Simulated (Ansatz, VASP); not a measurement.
Ir: VASP beside Ansatz

```
CELL_PARAMETERS angstrom
2.52804 0.00000 0.00000
0.00000 2.52804 0.00000
0.00000 0.00000 2.52804
ATOMIC_POSITIONS crystal
Ir 0.00000 0.00000 0.00000
```

Alike in both runs: task single point; functional LDA; k mesh 12 × 12 × 12; occupations fermi-dirac, width 0.1 eV; non-collinear spin, spin-orbit coupling.

```csv
,VASP,Ansatz
version,VASP 6.6.1,Ansatz 0.2.0
potentials or method,"VASP PAW LDA potentials, release 64 (Ir), cutoff 520 eV","plane waves (420 eV) with PAW, fully relativistic with spin-orbit coupling"
valence electrons in the cell,9,17
```

```tsv
	VASP	Ansatz	Ansatz less VASP
net moment per atom (μB)	0.00	0.00	0.000
```

Ansatz warns that its potentials were made for another functional, while VASP's fit it. LDA's correlation is that of Perdew and Zunger in VASP and of Perdew and Wang (1992) in Ansatz. VASP's potentials hold 9 valence electrons a cell and Ansatz's 17, so a difference there can come from the potentials and not from the codes.
